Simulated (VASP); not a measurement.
Here is a VASP 6.6.1 calculation.

The input INCAR:

```
PREC     = Accurate       # precision mode
ENCUT    = 520            # plane-wave cutoff, eV
EDIFF    = 1E-6           # SCF threshold, eV
ISMEAR   = -1             # smearing method
SIGMA    = 0.05           # smearing width, eV
LREAL    = False          # projectors in reciprocal space
LASPH    = True           # aspherical terms in the spheres
NELM     = 60             # most SCF steps
ALGO     = Normal         # electronic algorithm
ISIF     = 2              # what is computed and relaxed
LWAVE    = False          # write WAVECAR
LCHARG   = False          # write CHGCAR
GGA      = PE             # functional
NBANDS   = 33             # bands
```

Contents of KPOINTS:

```
Automatic mesh
0
Gamma
  7 7 3
```

File POSCAR:

```
ZnPb2N2
1.0
    3.6718726624      0.0000000000      0.0000000000
   -1.8359363312      3.1799350051      0.0000000000
    0.0000000000      0.0000000000      9.2926823743
Zn Pb N
1 2 2
Direct
    0.0000000000      0.0000000000      0.5000000000
    0.6666666667      0.3333333333      0.1887098026
    0.3333333333      0.6666666667      0.8112901974
    0.0000000000      0.0000000000      0.6968958594
    0.0000000000      0.0000000000      0.3031041406
```

Potentials or basis: VASP PAW PBE potentials, release 64 (Zn, Pb_d, N).

Command:

```console
$ cat potpaw_PBE.64/Zn/POTCAR potpaw_PBE.64/Pb_d/POTCAR potpaw_PBE.64/N/POTCAR > POTCAR
$ mpirun -np 1 vasp_std > vasp.out
```

Problem. Predict the largest force.

Solution. 0.103 eV/Å.

Problem. What does it give for the band gap on the k mesh?

Solution. 0.67 eV (least direct gap 1.37 eV).

Stress tensor (GPa, compression positive):
```
-0.04  0.00  0.00
 0.00 -0.04  0.00
 0.00  0.00  0.61
```

Caveat: spin-orbit coupling is left out, which moves the levels of the heavy elements. A k mesh can miss the band edges.
